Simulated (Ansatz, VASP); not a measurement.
## One calculation of HgTe, two programs

The input INCAR:

```
SYSTEM = HgTe
PREC = Accurate ; ENCUT = 520
EDIFF = 1E-7 ; ISMEAR = -1
SIGMA = 0.08 ; LREAL = .False.
LASPH = .True. ; NELM = 60
ALGO = Normal ; ISIF = 2
LWAVE = .False. ; LCHARG = .False.
GGA = PE ; NBANDS = 16
```

KPOINTS

```
regular mesh
0
Gamma
  12 12 12
  0 0 0
```

Contents of POSCAR:

```
HgTe
1.0
    0.0000000000      2.9070011512      2.9507150000
    2.9070011512      0.0000000000      2.9507150000
    2.9070011512      2.9070011512      0.0000000000
Hg Te
1 1
Direct
    0.0000000000      0.0000000000      0.0000000000
    0.5000000000      0.5000000000      0.5000000000
```

Input for Ansatz:

```yaml
crystal:
  lattice:
    - [0.0, 2.9070011512, 2.950715]
    - [2.9070011512, 0.0, 2.950715]
    - [2.9070011512, 2.9070011512, 0.0]
  atoms:
    - { symbol: Hg, position: [0.0, 0.0, 0.0] }
    - { symbol: Te, position: [0.5, 0.5, 0.5] }
kpoints:
  mp_grid: { grid: [12, 12, 12] }
scf:
  occupations: { method: fermi_dirac, width: 0.08 }
hamiltonian:
  xc: pbe
  pseudopotentials: { kind: all_electron, lapw: { basis_error: 0.001 } }
output:
  forces: true
  stress: true
  eigenvalues: true
```

Change from the starting cell: z stretched by +1 % at fixed volume.

Alike in both runs: task single point; functional PBE; k mesh 12 × 12 × 12; occupations fermi-dirac, width 0.08 eV; no spin polarisation.

```csv
,VASP,Ansatz
version,VASP 6.6.1,Ansatz 0.2.0
potentials or method,"VASP PAW PBE potentials, release 64 (Hg, Te), cutoff 520 eV","all-electron LAPW, scalar-relativistic"
```

VASP gave:

* pressure (GPa): 10.7
* traceless stress, the component that is largest in VASP (GPa): -1.07

Task: Estimate Ansatz's values.

Result: Pressure (GPa): 10.5; traceless stress, the component that is largest in VASP (GPa): -1.04.

Ansatz ran all-electron here, and VASP with PAW potentials.

Neither program's run includes spin-orbit coupling.
